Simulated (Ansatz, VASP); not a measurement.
**ScPt: VASP beside Ansatz**

INCAR

```
SYSTEM = ScPt
PREC     = Accurate       ! precision mode
ENCUT    = 520            ! plane-wave cutoff, eV
EDIFF    = 1E-8           ! SCF threshold, eV
ISMEAR   = -1             ! smearing method
SIGMA    = 0.05           ! smearing width, eV
LREAL    = .False.        ! projectors in reciprocal space
LASPH    = .True.         ! aspherical terms in the spheres
NELM     = 80             ! most SCF steps
ALGO     = Normal         ! electronic algorithm
ISIF     = 2              ! what is computed and relaxed
LWAVE    = .False.        ! write WAVECAR
LCHARG   = .False.        ! write CHGCAR
LEFG     = .True.       
NBANDS   = 18             ! bands
```

Contents of KPOINTS:

```
regular mesh
0
Gamma
  10 10 10
  0 0 0
```

Contents of POSCAR:

```
ScPt
1.0
    3.2032465755      0.0000000000      0.0000000000
    0.0000000000      3.2032465755      0.0000000000
    0.0000000000      0.0000000000      3.2032465755
Sc Pt
1 1
Direct
    0.5000000000      0.5000000000      0.5000000000
    0.0000000000      0.0000000000      0.0000000000
```

Input for Ansatz:

```yaml
crystal:
  lattice:
    - [3.2032465755, 0.0, 0.0]
    - [0.0, 3.2032465755, 0.0]
    - [0.0, 0.0, 3.2032465755]
  atoms:
    - { symbol: Sc, position: [0.5, 0.5, 0.5] }
    - { symbol: Pt, position: [0.0, 0.0, 0.0] }
kpoints:
  mp_grid: { grid: [10, 10, 10] }
scf:
  occupations: { method: fermi_dirac, width: 0.05 }
hamiltonian:
  xc: lda
  pseudopotentials: { kind: paw }
output:
  forces: true
  stress: true
  eigenvalues: true
  efg: { contact_densities: true }
```

Change from the starting cell: volume scaled by 0.94, PAW files.

Alike in both runs: task electric field gradients; functional LDA; k mesh 10 × 10 × 10; occupations fermi-dirac, width 0.05 eV; no spin polarisation.

```csv
,VASP,Ansatz
version,VASP 6.6.1,Ansatz 0.2.0
potentials or method,"VASP PAW LDA potentials, release 64 (Sc_sv, Pt)","PAW with Ansatz's default frozen-core files, scalar-relativistic"
plane-wave cutoff (eV),520,420
valence electrons in the cell,21,29
```

VASP gave:

```
pressure (GPa) : 5.1
```

Task: What did Ansatz give for the same quantities?

Result: Pressure (GPa): 4.3.

LDA's correlation is that of Perdew and Zunger in VASP and of Perdew and Wang (1992) in Ansatz. VASP's potentials hold 21 valence electrons a cell and Ansatz's 29, so a difference there can come from the potentials and not from the codes.

Spin-orbit coupling is off throughout.
